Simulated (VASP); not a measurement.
CuSi16 (a cell with a defect), 17 atoms in the cell. The cell holds a defect, 17 atoms: a = 7.679 Å, b = 7.679 Å, c = 7.679 Å, α = 60.00°, β = 60.00°, γ = 60.00°. 

| Item | Value |
| --- | --- |
| Program | VASP 6.6.1 |
| Task | single point |
| Functional | PBE |
| Dispersion | D3(BJ) |
| Potentials or basis | VASP PAW PBE potentials, release 64 (Si, Cu) |
| Cutoff | 520 eV |
| k mesh | 2 × 2 × 2 |
| Occupations | gaussian, width 0.02 eV |
| Spin | no spin polarisation |
| Dipole correction | no |
| Charge | 1 |
| Further INCAR settings | LREAL = Auto; ALGO = Normal; EDIFF = 1e-07; NBANDS = 52; NELECT = 74.0 |

Potentials or basis: VASP PAW PBE potentials, release 64 (Si, Cu).

Command:

```console
$ cat potpaw_PBE.64/Si/POTCAR potpaw_PBE.64/Cu/POTCAR > POTCAR
$ mpirun -np 1 vasp_std > vasp.out
```

Hardware: 1 thread of AMD EPYC 9R45 (Zen 5), with other jobs on the host.

**Question.** How long does it take, and how much memory?

**Answer.** Run time: 5 min on 1 thread of AMD EPYC 9R45 (Zen 5), on a shared host, peak memory 0.45 GiB. Counts: scf iterations 21, k points 8.
